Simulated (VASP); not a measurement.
# HfC5 (Pmmm) in VASP: relaxation of shape and atoms at fixed volume with PBE

Aim: the relaxation of shape and atoms at fixed volume of HfC5 with PBE.

Program: VASP 6.6.1. These are calculated values, not measurements. Logs are shortened: lines on timing, memory, paths and dates and some standing lists are left out, and cuts for length are marked.

## Step 1: The cell of the first run

The structure is orthorhombic, space group Pmmm (No. 47). Conventional cell: a = 4.368 Å, b = 4.844 Å, c = 8.320 Å, α = 90.00°, β = 90.00°, γ = 90.00°. Hf (site symmetry mmm) has 4 C at 2.18 to 2.42 Å within 2.9 Å. Within 2.9 Å of Hf (site symmetry mmm) lie 4 C at 2.18 to 2.42 Å. C (site symmetry 2mm) has 3 C at 1.42 to 1.45 Å within 1.9 Å. Within 1.9 Å of C (site symmetry m) lie 3 C at 1.42 to 1.45 Å. Within 1.9 Å of C (site symmetry 2mm) lie 3 C at 1.42 to 1.45 Å. C (site symmetry mmm) has 4 Hf at 2.18 to 2.42 Å within 2.9 Å. Within 2.9 Å of C (site symmetry mmm) lie 4 Hf at 2.18 to 2.42 Å.

## Step 2: Relaxation of shape and atoms at fixed volume, PBE (14.67 Å³/atom)

Input file INCAR:

```
SYSTEM = HfC5
PREC = Accurate
ENCUT = 600
EDIFF = 1E-6
ISMEAR = 0
SIGMA = 0.1
LREAL = .FALSE.
LASPH = .TRUE.
NELM = 80
ALGO = Normal
ISIF = 4
LWAVE = .FALSE.
LCHARG = .FALSE.
GGA = PE
IBRION = 2
NSW = 50
EDIFFG = -0.01
```

Input file KPOINTS:

```
regular mesh
0
G
  8 6 4
  0 0 0
```

Input file POSCAR:

```
HfC5
1.0
    4.3682535798      0.0000000000      0.0000000000
    0.0000000000      4.8444895428      0.0000000000
    0.0000000000      0.0000000000      8.3197268403
Hf C
2 10
Direct
    0.0000000000      0.0000000000      0.5000000000
    0.5000000000      0.5000000000      0.5000000000
    0.3344086786      0.5000000000      0.0000000000
    0.1655353422      0.7501531617      0.0000000000
    0.3344716725      0.0000000000      0.0000000000
    0.1655353422      0.2498468383      0.0000000000
    0.6655913214      0.5000000000      0.0000000000
    0.8344646578      0.2498468383      0.0000000000
    0.6655283275      0.0000000000      0.0000000000
    0.8344646578      0.7501531617      0.0000000000
    0.5000000000      0.0000000000      0.5000000000
    0.0000000000      0.5000000000      0.5000000000
```

Potentials or basis: VASP PAW PBE potentials, release 64 (Hf_pv, C).

On the command line:

```sh
$ cat potpaw_PBE.64/Hf_pv/POTCAR potpaw_PBE.64/C/POTCAR > POTCAR
$ mpirun -np 1 vasp_std > vasp.out
```

OUTCAR:

```text
SYSTEM = HfC5
   PREC = Accurate
   ENCUT = 600
   EDIFF = 1E-6
   ISMEAR = 0
   LREAL = .FALSE.
   LASPH = .TRUE.
   NELM = 80
   ISIF = 4
   GGA = PE
   IBRION = 2
   NSW = 50
   EDIFFG = -0.01

 ion  position               nearest neighbor table
   1  0.000  0.000  0.500-  11 2.18  11 2.18  12 2.42  12 2.42   2 3.26   2 3.26   2 3.26   2 3.26

   2  0.500  0.500  0.500-  12 2.18  12 2.18  11 2.42  11 2.42   1 3.26   1 3.26   1 3.26   1 3.26

   3  0.334  0.500  0.000-   4 1.42   6 1.42   7 1.45
   4  0.166  0.750  0.000-   5 1.42   3 1.42  10 1.45
   5  0.334  0.000  0.000-   4 1.42   6 1.42   9 1.45
   6  0.166  0.250  0.000-   5 1.42   3 1.42   8 1.45
   7  0.666  0.500  0.000-   8 1.42  10 1.42   3 1.45
   8  0.834  0.250  0.000-   9 1.42   7 1.42   6 1.45
   9  0.666  0.000  0.000-   8 1.42  10 1.42   5 1.45
  10  0.834  0.750  0.000-   9 1.42   7 1.42   4 1.45
  11  0.500  0.000  0.500-   1 2.18   1 2.18   2 2.42   2 2.42
  12  0.000  0.500  0.500-   2 2.18   2 2.18   1 2.42   1 2.42

  LATTYP: Found a simple orthorhombic cell.
 ALAT       =     4.3682535798
 B/A-ratio  =     1.1090220506
 C/A-ratio  =     1.9045887992

  Lattice vectors:

 A1 = (   4.3682535798,   0.0000000000,   0.0000000000)
 A2 = (   0.0000000000,   4.8444895428,   0.0000000000)
 A3 = (   0.0000000000,   0.0000000000,   8.3197268403)

Analysis of symmetry for initial positions (statically):
=====================================================================
 Subroutine PRICEL returns:
 Original cell was already a primitive cell.

 Routine SETGRP: Setting up the symmetry group for a
 simple orthorhombic supercell.

 Subroutine GETGRP returns: Found  8 space group operations
 (whereof  8 operations were pure point group operations)
 out of a pool of  8 trial point group operations.

The static configuration has the point symmetry D_2h.

Analysis of symmetry for dynamics (positions and initial velocities):
=====================================================================
 Subroutine PRICEL returns:
 Original cell was already a primitive cell.

 Routine SETGRP: Setting up the symmetry group for a
 simple orthorhombic supercell.

 Subroutine GETGRP returns: Found  8 space group operations
 (whereof  8 operations were pure point group operations)
 out of a pool of  8 trial point group operations.

The dynamic configuration has the point symmetry D_2h.

 Subroutine INISYM returns: Found  8 space group operations
 (whereof  8 operations are pure point group operations),
 and found     1 'primitive' translations

----------------------------------------------------------------------------------------

                                     Primitive cell

  volume of cell :     176.0617

  direct lattice vectors                    reciprocal lattice vectors
     4.368253580  0.000000000  0.000000000     0.228924439  0.000000000  0.000000000
     0.000000000  4.844489543  0.000000000     0.000000000  0.206420097  0.000000000
     0.000000000  0.000000000  8.319726840     0.000000000  0.000000000  0.120196254

  length of vectors
     4.368253580  4.844489543  8.319726840     0.228924439  0.206420097  0.120196254

  position of ions in fractional coordinates (direct lattice)
     0.000000000  0.000000000  0.500000000
     0.500000000  0.500000000  0.500000000
     0.334408679  0.500000000  0.000000000
     0.165535342  0.750153162  0.000000000
     0.334471673  0.000000000  0.000000000
     0.165535342  0.249846838  0.000000000
     0.665591321  0.500000000  0.000000000
     0.834464658  0.249846838  0.000000000
     0.665528327  0.000000000  0.000000000
     0.834464658  0.750153162  0.000000000
     0.500000000  0.000000000  0.500000000
     0.000000000  0.500000000  0.500000000

  ion indices of the primitive-cell ions
   primitive index   ion index
                 1           1
                 2           2
                 3           3
                 4           4
                 5           5
                 6           6
                 7           7
                 8           8
                 9           9
                10          10
                11          11
                12          12

----------------------------------------------------------------------------------------

 KPOINTS: regular mesh

Automatic generation of k-mesh.
 Grid dimensions read from file:
 generate k-points for:    8    6    4

 Generating k-lattice:

  Cartesian coordinates                     Fractional coordinates (reciprocal lattice)
     0.028615555  0.000000000  0.000000000     0.125000000  0.000000000  0.000000000
     0.000000000  0.034403349  0.000000000     0.000000000  0.166666667  0.000000000
     0.000000000  0.000000000  0.030049063     0.000000000  0.000000000  0.250000000

  Length of vectors
     0.028615555  0.034403349  0.030049063

  Shift w.r.t. Gamma in fractional coordinates (k-lattice)
     0.000000000  0.000000000  0.000000000

 Subroutine IBZKPT returns following result:
 ===========================================

 Found     60 irreducible k-points:

 Following reciprocal coordinates:
            Coordinates               Weight
  0.000000  0.000000  0.000000      1.000000
  0.125000  0.000000  0.000000      2.000000
  0.250000  0.000000  0.000000      2.000000
  0.375000  0.000000  0.000000      2.000000
  0.500000  0.000000  0.000000      1.000000
  0.000000  0.166667  0.000000      2.000000
[... 16 lines left out ...]
  0.250000  0.000000  0.250000      4.000000
  0.375000  0.000000  0.250000      4.000000
 [... further k-points ...]
   k-points           NKPTS =     60   k-points in BZ     NKDIM =     60   number of bands    NBANDS=     37
   number of dos      NEDOS =    301   number of ions     NIONS =     12
   total plane-waves  NPLWV = 100800
   dimension x,y,z NGX =    36 NGY =   40 NGZ =   70
   dimension x,y,z NGXF=    72 NGYF=   80 NGZF=  140
   ions per type =               2  10
   NGX,Y,Z   is equivalent  to a cutoff of  13.70, 13.73, 13.99 a.u.
   NGXF,Y,Z  is equivalent  to a cutoff of  27.40, 27.45, 27.97 a.u.
 SYSTEM =  HfC5
   PREC   = accura    normal or accurate (medium, high low for compatibility)
   ISTART =      0    job   : 0-new  1-cont  2-samecut
   ICHARG =      2    charge: 1-file 2-atom 10-const
   ISPIN  =      1    spin polarized calculation?
   LNONCOLLINEAR =      F non collinear calculations
   LSORBIT =      F    spin-orbit coupling
   LASPH  =      T    aspherical Exc in radial PAW
   ENCUT  =  600.0 eV  44.10 Ry    6.64 a.u.   8.72  9.68 16.62*2*pi/ulx,y,z
   NELM   =     80;   NELMIN=  2; NELMDL= -5     # of ELM steps
   EDIFF  = 0.1E-05   stopping-criterion for ELM
   LREAL  =      F    real-space projection
   EDIFFG = -.1E-01   stopping-criterion for IOM
   NSW    =     50    number of steps for IOM
   IBRION =      2    ionic relax: 0-MD 1-quasi-New 2-CG
   NFREE  =      1    steps in history (QN), initial steepest desc. (CG)
   ISIF   =      4    stress and relaxation
   ISYM   =      2    0-nonsym 1-usesym 2-fastsym
   POTIM  = 0.5000    time-step for ionic-motion
   TEBEG  =    0.0;   TEEND  =   0.0 temperature during run
   PSTRESS=    0.0 pullay stress
   NELECT =      60.0000    total number of electrons
   NUPDOWN=      -1.0000    fix difference up-down
   EMIN   =  10.00;   EMAX   =-10.00  energy-range for DOS
   EFERMI =   0.00;   METHOD = LEGACY
   ISMEAR =     0;   SIGMA  =   0.10  broadening in eV -4-tet -1-fermi 0-gaus
   EFERMI_NEDOS =   21; number of points for ismear=-14 and -15
   IALGO  =     38    algorithm
   IMIX   =      4    mixing-type and parameters
     AMIX     =   0.40;   BMIX     =  1.00
     AMIX_MAG =   1.60;   BMIX_MAG =  1.00
  volume/ion in A,a.u.               =      14.67        99.01
  Fermi-wavevector in a.u.,A,eV,Ry     =   1.143502  2.160905 17.790936  1.307597
  Thomas-Fermi vector in A             =   2.280197
   LORBIT       =      0    0 simple, 1 ext, 2 COOP (PROOUT), +10 PAW based schemes
   GGA     = PE    functional components
   LHFCALC =     F    Hartree Fock is set to
   AEXX    =    0.0000 exact exchange contribution
   IVDW    =     0    specifies the selected vdW correction
   LEPSILON=     F    determine dielectric tensor
   LRPA    =     F    only Hartree local field effects (RPA)
 conjugate gradient relaxation of ions
 non-spin polarized calculation
 Gauss-broadening in eV      SIGMA  =   0.10
  energy-cutoff  :      600.00
  volume of cell :      176.06
 maximum number of plane-waves:      5914
 NGX is ok and might be reduce to    36
   NGX = 17   NGY = 19   NGZ = 33

--------------------------------------- Ionic step        1  -------------------------------------------

 number of electron      60.0000000 magnetization

 Free energy of the ion-electron system (eV)
  ---------------------------------------------------
  ext. energy  EPLUGINS =         0.00000000
  ---------------------------------------------------
  free energy    TOTEN  =      -109.44333345 eV

  energy without entropy =     -109.43777306  energy(sigma->0) =     -109.44055326

------------------------ aborting loop because EDIFF is reached ----------------------------------------

  FORCE on cell =-STRESS in cart. coord.  units (eV):
  Direction    XX          YY          ZZ          XY          YZ          ZX
  --------------------------------------------------------------------------------------
  -------------------------------------------------------------------------------------
  Total       -8.6479581     -7.5678101     -0.2007536      0.0000000      0.0000000      0.0000000
  in kB      -78.6971906    -68.8677474     -1.8268758      0.0000000      0.0000000      0.0000000
  external PRESSURE =     -49.7972713 kB  Pullay stress =       0.0000000 kB
[... 261 lines left out ...]
  energy  without entropy=     -109.5139135184  energy(sigma->0) =     -109.51698933

--------------------------------------- Ionic step        7  -------------------------------------------

 number of electron      59.9999997 magnetization

 Free energy of the ion-electron system (eV)
  ---------------------------------------------------
  ext. energy  EPLUGINS =         0.00000000
  ---------------------------------------------------
  free energy    TOTEN  =      -109.52159457 eV

  energy without entropy =     -109.51570636  energy(sigma->0) =     -109.51865046

 E-fermi :   2.7749     XC(G=0):  -8.9497

 val. band max:        2.7585302691   @ k =   0.0000   0.1667   0.0000
 cond. band min:       2.7858956345   @ k =   0.2500   0.0000   0.0000
 fundamental gap:      0.0273653655
 Fermi energy:         2.7748615286

 k-point     1 :       0.0000    0.0000    0.0000
  band No.  band energies     occupation
      1     -28.4620      2.00000
      2     -28.3938      2.00000
      3     -27.8947      2.00000
      4     -27.7476      2.00000
      5     -27.5273      2.00000
      6     -27.4582      2.00000
[... 949 lines left out ...]
     36       5.1513      0.00000
     37       6.8707      0.00000

 [... further k-points ...]

------------------------ aborting loop because EDIFF is reached ----------------------------------------

  FORCE on cell =-STRESS in cart. coord.  units (eV):
  Direction    XX          YY          ZZ          XY          YZ          ZX
  --------------------------------------------------------------------------------------
  -------------------------------------------------------------------------------------
  Total       -0.2466716     -0.2389477     -0.2457362     -0.0000000      0.0000000      0.0000000
  in kB       -2.2447336     -2.1744449     -2.2362218     -0.0000000      0.0000000      0.0000000
  external PRESSURE =      -2.2184668 kB  Pullay stress =       0.0000000 kB
[... 27 lines left out ...]
  FREE ENERGIE OF THE ION-ELECTRON SYSTEM (eV)
  ---------------------------------------------------
  free  energy   TOTEN  =      -109.5215945727 eV

  energy  without entropy=     -109.5157063571  energy(sigma->0) =     -109.51865046

 reached required accuracy - stopping structural energy minimisation
```

Run time: 17 min. Hardware: 1 thread of Intel Xeon 6975P-C (Granite Rapids), shared host; peak memory 0.57 GiB.

Results:

| Quantity | Value |
| --- | --- |
| Free energy | -109.5216 eV |
| Energy gained by relaxing | 6.5 meV/atom |
| Ionic steps | 7 |
| Pressure after relaxing | -0.2 GPa |
| Band gap on the k mesh | zero (bands 30 and 31 overlap by 0.63 eV) |

Forces in eV/Å, atoms in the order of the input:
```
Hf   0.000  0.000  0.000
Hf   0.000  0.000  0.000
C    0.002  0.000  0.000
C    0.000  0.002  0.000
C   -0.003  0.000  0.000
C    0.000 -0.002  0.000
C   -0.002  0.000  0.000
C    0.000 -0.002  0.000
C    0.003  0.000  0.000
C    0.000  0.002  0.000
C    0.000  0.000  0.000
C    0.000  0.000  0.000
```

The path:
| step | energy change (eV) | largest force (eV/Å) | pressure (GPa) | volume (Å³) |
| --- | --- | --- | --- | --- |
| 1 | 0.0000 | 0.0633 | -4.98 | 176.06 |
| 2 | -0.0721 | 0.2914 | 0.27 | 176.06 |
| 3 | -0.0740 | 0.2417 | -0.48 | 176.06 |
| 4 | -0.0499 | 0.9136 | 0.36 | 176.06 |
| 5 | -0.0774 | 0.0532 | -0.27 | 176.06 |
| 6 | -0.0767 | 0.0678 | -0.15 | 176.06 |
| 7 | -0.0783 | 0.0027 | -0.22 | 176.06 |

Final structure:
```
Hf C
1.0
     4.32574    0.00000    0.00000
     0.00000    4.79711    0.00000
     0.00000    0.00000    8.48447
Hf C
2 10
Direct
  0.00000 0.00000 0.50000
  0.50000 0.50000 0.50000
  0.33442 0.50000 0.00000
  0.16553 0.75011 0.00000
  0.33449 0.00000 0.00000
  0.16553 0.24989 0.00000
  0.66558 0.50000 0.00000
  0.83447 0.24989 0.00000
  0.66551 0.00000 0.00000
  0.83447 0.75011 0.00000
  0.50000 0.00000 0.50000
  0.00000 0.50000 0.50000
```

Caveat: spin-orbit coupling is left out, which moves the levels of the heavy elements.

The gap in the log of VASP goes by the Fermi energy; the results here count the filled bands.